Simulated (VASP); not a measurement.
Input of a VASP 6.6.1 run:

Contents of POSCAR:

```
SiC
1.0
    3.0751950076      0.0000000000      0.0000000000
   -1.5375975038      2.6631969982      0.0000000000
    0.0000000000      0.0000000000      5.0481668526
Si C
2 2
Direct
    0.3333333333      0.6666666667      0.0046028828
    0.6666666667      0.3333333333      0.5046028828
    0.2970639238      0.6401156161      0.3803971172
    0.6666666667      0.3333333333      0.8803971172
```

File INCAR.step1:

```
PREC = Accurate
ENCUT = 520
ISMEAR = 0
SIGMA = 0.05
LREAL = False
LASPH = True
NELM = 100
NBANDS = 16
GGA = PE
ALGO = Normal
EDIFF = 1E-4
LWAVE = True
LCHARG = False
```

Contents of INCAR.step2:

```
PREC = Accurate
ENCUT = 520
EDIFF = 1E-6
ISMEAR = 0
SIGMA = 0.05
LREAL = False
LASPH = True
NELM = 100
ALGO = Normal
ISIF = 2
LWAVE = False
LCHARG = False
METAGGA = R2SCAN
LMIXTAU = True
NBANDS = 16
ISTART = 1
```

KPOINTS

```
Automatic mesh
0
Gamma
  12 12 6
```

Potentials or basis: VASP PAW PBE potentials, release 64 (Si, C).

Run with:

```bash
$ cat potpaw_PBE.64/Si/POTCAR potpaw_PBE.64/C/POTCAR > POTCAR
$ cp INCAR.step1 INCAR
$ mpirun -np 1 vasp_std > vasp.out
$ cp INCAR.step2 INCAR
$ mpirun -np 1 vasp_std > vasp.out
```

Q: Estimate the pressure.

A: 0.5 GPa.

Q: Predict the band gap on the k mesh.

A: 2.51 eV (least direct gap 4.38 eV).

Forces on the atoms (eV/Å):
```
Si  -0.174 -0.171  0.027
Si  -1.529 -1.248  0.196
C    1.713  1.423 -0.220
C   -0.010 -0.005 -0.003
```

Caveat: the cell differs from its parent crystal (atom 3 (C) moved by (-0.100, +0.000) A along [1 1 0] and z); the stress differs along the axes, from -2 to 3 GPa; the PAW data sets were made with another functional, which shifts forces and pressure a little. A k mesh can miss the band edges.
